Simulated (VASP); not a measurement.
# ZnS (Wurtzite-2H) (P6_3mc) in VASP: settings compared

ZnS (Wurtzite-2H) is run at these levels: LDA, PBEsol; tasks: single point.

All numbers are computed with VASP 6.6.1; they aren't measurements. Logs are shortened: lines on timing, memory, paths and dates and some standing lists are left out, and cuts for length are marked.

## 1. The cell of the first run

It takes space group P6_3mc (No. 186, hexagonal). The conventional cell has a = 3.759 Å, b = 3.759 Å, c = 6.150 Å, α = 90.00°, β = 90.00°, γ = 120.00°. Zn (site symmetry 3m) has 4 S at 2.28 to 2.37 Å within 3.0 Å. Within 3.0 Å of S (site symmetry 3m) lie 4 Zn at 2.28 to 2.37 Å.

## 2. Single point, LDA (volume scaled by 0.96)

Input file INCAR:

```
PREC = Accurate ; ENCUT = 520
EDIFF = 1E-6 ; ISMEAR = -1
SIGMA = 0.05 ; LREAL = F
LASPH = T ; NELM = 60
ALGO = Normal ; ISIF = 2
LWAVE = F ; LCHARG = F
GGA = CA ; NBANDS = 26
```

Input file KPOINTS:

```
Automatic mesh
0
Gamma
  8 8 5
```

Input file POSCAR:

```
ZnS
1.0
    3.7594936861      0.0000000000      0.0000000000
   -1.8797468431      3.2558170375      0.0000000000
    0.0000000000      0.0000000000      6.1497464286
Zn S
2 2
Direct
    0.6666666667      0.3333333333      0.5000000000
    0.3333333333      0.6666666667      0.0000000000
    0.6666666667      0.3333333333      0.8850000000
    0.3333333333      0.6666666667      0.3850000000
```

Potentials or basis: VASP PAW LDA potentials, release 64 (Zn, S).

The run is started by

```console
cat potpaw_LDA.64/Zn/POTCAR potpaw_LDA.64/S/POTCAR > POTCAR
mpirun -np 1 vasp_std > vasp.out
```

OUTCAR:

```text
PREC = Accurate
   ENCUT = 520
   EDIFF = 1E-6
   ISMEAR = -1
   LREAL = F
   LASPH = T
   NELM = 60
   ISIF = 2
   GGA = CA

 ion  position               nearest neighbor table
   1  0.667  0.333  0.500-   4 2.28   4 2.28   4 2.28   3 2.37
   2  0.333  0.667  0.000-   3 2.28   3 2.28   3 2.28   4 2.37
   3  0.667  0.333  0.885-   2 2.28   2 2.28   2 2.28   1 2.37
   4  0.333  0.667  0.385-   1 2.28   1 2.28   1 2.28   2 2.37

  LATTYP: Found a hexagonal cell.
 ALAT       =     3.7594936861
 C/A-ratio  =     1.6357911310

  Lattice vectors:

 A1 = (   3.7594936861,   0.0000000000,   0.0000000000)
 A2 = (  -1.8797468431,   3.2558170375,   0.0000000000)
 A3 = (   0.0000000000,   0.0000000000,   6.1497464286)

Analysis of symmetry for initial positions (statically):
=====================================================================
 Subroutine PRICEL returns:
 Original cell was already a primitive cell.

 Routine SETGRP: Setting up the symmetry group for a
 hexagonal supercell.

 Subroutine GETGRP returns: Found 12 space group operations
 (whereof  6 operations were pure point group operations)
 out of a pool of 24 trial point group operations.

The static configuration has the point symmetry C_3v.
 The point group associated with its full space group is C_6v.

Analysis of symmetry for dynamics (positions and initial velocities):
=====================================================================
 Subroutine PRICEL returns:
 Original cell was already a primitive cell.

 Routine SETGRP: Setting up the symmetry group for a
 hexagonal supercell.

 Subroutine GETGRP returns: Found 12 space group operations
 (whereof  6 operations were pure point group operations)
 out of a pool of 24 trial point group operations.

The dynamic configuration has the point symmetry C_3v.
 The point group associated with its full space group is C_6v.

 Subroutine INISYM returns: Found 12 space group operations
 (whereof  6 operations are pure point group operations),
 and found     1 'primitive' translations

----------------------------------------------------------------------------------------

                                     Primitive cell

  volume of cell :      75.2743

  direct lattice vectors                    reciprocal lattice vectors
     3.759493686  0.000000000  0.000000000     0.265993265  0.153571283  0.000000000
    -1.879746843  3.255817037  0.000000000     0.000000000  0.307142566  0.000000000
     0.000000000  0.000000000  6.149746429     0.000000000  0.000000000  0.162608331

  length of vectors
     3.759493686  3.759493686  6.149746429     0.307142566  0.307142566  0.162608331

  position of ions in fractional coordinates (direct lattice)
     0.666666667  0.333333333  0.500000000
     0.333333333  0.666666667  0.000000000
     0.666666667  0.333333333  0.885000000
     0.333333333  0.666666667  0.385000000

  ion indices of the primitive-cell ions
   primitive index   ion index
                 1           1
                 2           2
                 3           3
                 4           4

----------------------------------------------------------------------------------------

 KPOINTS: Automatic mesh

Automatic generation of k-mesh.
 Grid dimensions read from file:
 generate k-points for:    8    8    5

 Generating k-lattice:

  Cartesian coordinates                     Fractional coordinates (reciprocal lattice)
     0.033249158  0.019196410  0.000000000     0.125000000  0.000000000  0.000000000
     0.000000000  0.038392821  0.000000000     0.000000000  0.125000000  0.000000000
     0.000000000  0.000000000  0.032521666     0.000000000  0.000000000  0.200000000

  Length of vectors
     0.038392821  0.038392821  0.032521666

  Shift w.r.t. Gamma in fractional coordinates (k-lattice)
     0.000000000  0.000000000  0.000000000

 Subroutine IBZKPT returns following result:
 ===========================================

 Found     30 irreducible k-points:

 Following reciprocal coordinates:
            Coordinates               Weight
  0.000000  0.000000  0.000000      1.000000
  0.125000  0.000000  0.000000      6.000000
  0.250000  0.000000  0.000000      6.000000
  0.375000  0.000000  0.000000      6.000000
  0.500000  0.000000  0.000000      3.000000
  0.125000  0.125000  0.000000      6.000000
[... 16 lines left out ...]
  0.250000  0.000000  0.400000     12.000000
  0.375000  0.000000  0.400000     12.000000
 [... further k-points ...]
   k-points           NKPTS =     30   k-points in BZ     NKDIM =     30   number of bands    NBANDS=     26
   number of dos      NEDOS =    301   number of ions     NIONS =      4
   total plane-waves  NPLWV =  37632
   dimension x,y,z NGX =    28 NGY =   28 NGZ =   48
   dimension x,y,z NGXF=    56 NGYF=   56 NGZF=   96
   ions per type =               2   2
   NGX,Y,Z   is equivalent  to a cutoff of  12.38, 12.38, 12.98 a.u.
   NGXF,Y,Z  is equivalent  to a cutoff of  24.76, 24.76, 25.95 a.u.
 SYSTEM =  unknown system
   PREC   = accura    normal or accurate (medium, high low for compatibility)
   ISTART =      0    job   : 0-new  1-cont  2-samecut
   ICHARG =      2    charge: 1-file 2-atom 10-const
   ISPIN  =      1    spin polarized calculation?
   LNONCOLLINEAR =      F non collinear calculations
   LSORBIT =      F    spin-orbit coupling
   LASPH  =      T    aspherical Exc in radial PAW
   ENCUT  =  520.0 eV  38.22 Ry    6.18 a.u.   6.99  6.99 11.43*2*pi/ulx,y,z
   NELM   =     60;   NELMIN=  2; NELMDL= -5     # of ELM steps
   EDIFF  = 0.1E-05   stopping-criterion for ELM
   LREAL  =      F    real-space projection
   EDIFFG = 0.1E-04   stopping-criterion for IOM
   NSW    =      0    number of steps for IOM
   IBRION =     -1    ionic relax: 0-MD 1-quasi-New 2-CG
   NFREE  =      0    steps in history (QN), initial steepest desc. (CG)
   ISIF   =      2    stress and relaxation
   ISYM   =      2    0-nonsym 1-usesym 2-fastsym
   POTIM  = 0.5000    time-step for ionic-motion
   TEBEG  =    0.0;   TEEND  =   0.0 temperature during run
   PSTRESS=    0.0 pullay stress
   NELECT =      36.0000    total number of electrons
   NUPDOWN=      -1.0000    fix difference up-down
   EMIN   =  10.00;   EMAX   =-10.00  energy-range for DOS
   EFERMI =   0.00;   METHOD = LEGACY
   ISMEAR =    -1;   SIGMA  =   0.05  broadening in eV -4-tet -1-fermi 0-gaus
   EFERMI_NEDOS =   21; number of points for ismear=-14 and -15
   IALGO  =     38    algorithm
   IMIX   =      4    mixing-type and parameters
     AMIX     =   0.40;   BMIX     =  1.00
     AMIX_MAG =   1.60;   BMIX_MAG =  1.00
  volume/ion in A,a.u.               =      18.82       126.99
  Fermi-wavevector in a.u.,A,eV,Ry     =   1.280246  2.419314 22.300360  1.639030
  Thomas-Fermi vector in A             =   2.412685
   LORBIT       =      0    0 simple, 1 ext, 2 COOP (PROOUT), +10 PAW based schemes
   GGA     = CA    functional components
   LHFCALC =     F    Hartree Fock is set to
   AEXX    =    0.0000 exact exchange contribution
   IVDW    =     0    specifies the selected vdW correction
   LEPSILON=     F    determine dielectric tensor
   LRPA    =     F    only Hartree local field effects (RPA)
 non-spin polarized calculation
  energy-cutoff  :      520.00
  volume of cell :       75.27
 maximum number of plane-waves:      2043
 NGX is ok and might be reduce to    28
   NGX = 13   NGY = 13   NGZ = 23

 number of electron      35.9999971 magnetization

 Free energy of the ion-electron system (eV)
  ---------------------------------------------------
  ext. energy  EPLUGINS =         0.00000000
  ---------------------------------------------------
  free energy    TOTEN  =       -16.37766234 eV

  energy without entropy =      -16.37766234  energy(sigma->0) =      -16.37766234

 E-fermi :   3.3814     XC(G=0): -10.2487

 val. band max:        2.3742029771   @ k =   0.0000   0.0000   0.0000
 cond. band min:       4.5934056872   @ k =   0.0000   0.0000   0.0000
 fundamental gap:      2.2192027100
 Fermi energy:         3.3814122920

 k-point     1 :       0.0000    0.0000    0.0000
  band No.  band energies     occupation
      1     -11.0801      2.00000
      2     -10.0556      2.00000
      3      -4.3242      2.00000
      4      -4.3242      2.00000
      5      -4.2576      2.00000
      6      -4.2576      2.00000
[... 18 lines left out ...]
     25       9.9036      0.00000
     26      11.6417      0.00000

 k-point     2 :       0.1250    0.0000    0.0000
  band No.  band energies     occupation
      1     -10.9638      2.00000
      2      -9.9881      2.00000
      3      -4.3359      2.00000
      4      -4.2972      2.00000
      5      -4.2511      2.00000
      6      -4.2228      2.00000
[... 18 lines left out ...]
     25      10.4141      0.00000
     26      10.8943      0.00000

 k-point     3 :       0.2500    0.0000    0.0000
  band No.  band energies     occupation
      1     -10.6502      2.00000
      2      -9.8295      2.00000
      3      -4.3444      2.00000
      4      -4.2373      2.00000
      5      -4.2287      2.00000
      6      -4.1356      2.00000
[... 18 lines left out ...]
     25      10.7483      0.00000
     26      11.2711      0.00000

 k-point     4 :       0.3750    0.0000    0.0000
  band No.  band energies     occupation
      1     -10.2591      2.00000
      2      -9.7005      2.00000
      3      -4.3147      2.00000
      4      -4.1903      2.00000
      5      -4.1692      2.00000
      6      -4.0409      2.00000
[... 18 lines left out ...]
     25      11.0825      0.00000
     26      12.6721      0.00000
[... 496 lines left out ...]
      1     -10.6623      2.00000
      2     -10.3637      2.00000
      3      -4.3308      2.00000
      4      -4.3002      2.00000
      5      -4.2780      2.00000
      6      -4.2551      2.00000
[... 18 lines left out ...]
     25       9.6568      0.00000
     26      10.0734      0.00000

 k-point    23 :       0.2500    0.0000    0.4000
  band No.  band energies     occupation
      1     -10.3872      2.00000
      2     -10.1344      2.00000
      3      -4.3472      2.00000
      4      -4.3056      2.00000
      5      -4.2063      2.00000
      6      -4.1746      2.00000
[... 18 lines left out ...]
     25      10.2699      0.00000
     26      10.7804      0.00000

 k-point    24 :       0.3750    0.0000    0.4000
  band No.  band energies     occupation
      1     -10.0664      2.00000
      2      -9.8928      2.00000
      3      -4.3307      2.00000
      4      -4.2866      2.00000
      5      -4.1404      2.00000
      6      -4.0938      2.00000
[... 18 lines left out ...]
     25      11.4490      0.00000
     26      11.7647      0.00000

 [... further k-points ...]
[... 5 lines left out ...]
  --------------------------------------------------------------------------------------
  -------------------------------------------------------------------------------------
  Total        0.0467925      0.0467925     -0.9672666     -0.0000000      0.0000000      0.0000000
  in kB        0.9959556      0.9959556    -20.5878132     -0.0000000      0.0000000      0.0000000
  external PRESSURE =      -6.1986340 kB  Pullay stress =       0.0000000 kB

 VOLUME and BASIS-vectors are now :
 -----------------------------------------------------------------------------
  energy-cutoff  :      520.00
  volume of cell :       75.27
      direct lattice vectors                 reciprocal lattice vectors
     3.759493686  0.000000000  0.000000000     0.265993265  0.153571283  0.000000000
    -1.879746843  3.255817037  0.000000000     0.000000000  0.307142566  0.000000000
     0.000000000  0.000000000  6.149746429     0.000000000  0.000000000  0.162608331

 POSITION                                       TOTAL-FORCE (eV/Angst)
 -----------------------------------------------------------------------------------
      1.87975      1.08527      3.07487        -0.000000      0.000000      0.348785
     -0.00000      2.17054      0.00000         0.000000     -0.000000      0.348785
      1.87975      1.08527      5.44253         0.000000     -0.000000     -0.348785
     -0.00000      2.17054      2.36765        -0.000000      0.000000     -0.348785
 -----------------------------------------------------------------------------------
    total drift:                               -0.000001     -0.000001      0.000348

  FREE ENERGIE OF THE ION-ELECTRON SYSTEM (eV)
  ---------------------------------------------------
  free  energy   TOTEN  =       -16.3776623361 eV

  energy  without entropy=      -16.3776623360  energy(sigma->0) =      -16.37766234
```

It took 36 s on 1 thread of Intel Xeon Platinum 8259CL at 2.50GHz (Skylake/Cascade Lake), shared host; peak memory 0.18 GiB.

What came out:

```yaml
Free_energy: -16.3777 eV
Pressure: -0.6 GPa
Largest_force: 0.349 eV/Å
Band_gap_on_the_k_mesh: 2.22 eV, direct
```

Forces in eV/Å, atoms in the order of the input:
```
Zn   0.000  0.000  0.349
Zn   0.000  0.000  0.349
S    0.000  0.000 -0.349
S    0.000  0.000 -0.349
```

Levels at points of the mesh, in eV from the valence-band top:
```tsv
k point	band 16	band 17	band 18	band 19	band 20	band 21
(0.00, 0.00, 0.00)	-0.01	-0.01	0.00	2.22	2.88	6.13
(0.50, 0.00, 0.00)	-2.42	-1.72	-1.05	3.39	4.21	4.98
```

## 3. Single point, PBEsol (volume scaled by 0.96)

Input file INCAR:

```
  PREC = Accurate
  ENCUT = 520
  EDIFF = 1E-6
  ISMEAR = -1
  SIGMA = 0.05
  LREAL = False
  LASPH = True
  NELM = 80
  ALGO = Normal
  ISIF = 2
  LWAVE = False
  LCHARG = True
  GGA = PS
  LELF = True
  LVHAR = True
  NBANDS = 26
```

KPOINTS is that of step 2.

POSCAR is that of step 2.

Potentials or basis: VASP PAW PBE potentials, release 64 (Zn, S).

The run is started by

```console
cat potpaw_PBE.64/Zn/POTCAR potpaw_PBE.64/S/POTCAR > POTCAR
mpirun -np 1 vasp_std > vasp.out
```

It took 41 s on 1 thread of Intel Xeon Platinum 8259CL at 2.50GHz (Skylake/Cascade Lake), shared host; peak memory 0.21 GiB.

It converged, with:

| Property | Result |
| --- | --- |
| Free energy | -15.1315 eV |
| Pressure | 2.2 GPa |
| Largest force | 0.360 eV/Å |
| Band gap on the k mesh | 2.31 eV, direct |

Forces on the atoms (eV/Å):
```
Zn   0.000  0.000  0.360
Zn   0.000  0.000  0.360
S    0.000  0.000 -0.360
S    0.000  0.000 -0.360
```

Stress tensor (GPa, compression positive):
```
3.03 0.00 0.00
0.00 3.03 0.00
0.00 0.00 0.55
```

Levels at points of the mesh, in eV from the valence-band top:
```
           k point  band 14  band 15  band 16  band 17  band 18  band 19  band 20  band 21  band 22  band 23
(0.00, 0.00, 0.00)    -0.92    -0.92     0.00     0.00     0.00     2.31     2.96     6.18     6.18     6.50
(0.50, 0.00, 0.00)    -4.42    -3.40    -2.42    -1.71    -1.05     3.45     4.28     5.02     7.03     7.51
```

Caveat: the PAW data sets were made with another functional, which shifts forces and pressure a little.
